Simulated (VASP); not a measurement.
A run of VASP 6.6.1:

INCAR

```
ALGO = Normal
EDIFF = 1E-6
ENCUT = 520
GGA = PE
ISIF = 2
ISMEAR = 0
LASPH = T
LCHARG = F
LREAL = F
LWAVE = F
NBANDS = 15
NELM = 80
PREC = Accurate
SIGMA = 0.15
```

The input KPOINTS:

```
k-points
0
Gamma
  18 18 18
```

Contents of POSCAR:

```
TaN
1.0
    0.0000000000      2.0700500000      2.2879500000
    2.0700500000      0.0000000000      2.2879500000
    2.0700500000      2.0700500000      0.0000000000
Ta N
1 1
Direct
    0.5000000000      0.5000000000      0.5000000000
    0.0000000000      0.0000000000      0.0000000000
```

Potentials or basis: VASP PAW PBE potentials, release 64 (Ta_pv, N).

Run with:

```sh
$ cat potpaw_PBE.64/Ta_pv/POTCAR potpaw_PBE.64/N/POTCAR > POTCAR
$ mpirun -np 1 vasp_std > vasp.out
```

Hardware: 1 thread of Intel(R) Xeon(R) 6975P-C (Granite Rapids), on a shared host.

Problem. Estimate the wall time of this run.

Solution. It took 44 s on 1 thread of Intel(R) Xeon(R) 6975P-C (Granite Rapids) (shared host), peak memory 0.25 GiB. Counts: scf iterations 13, k points 480.
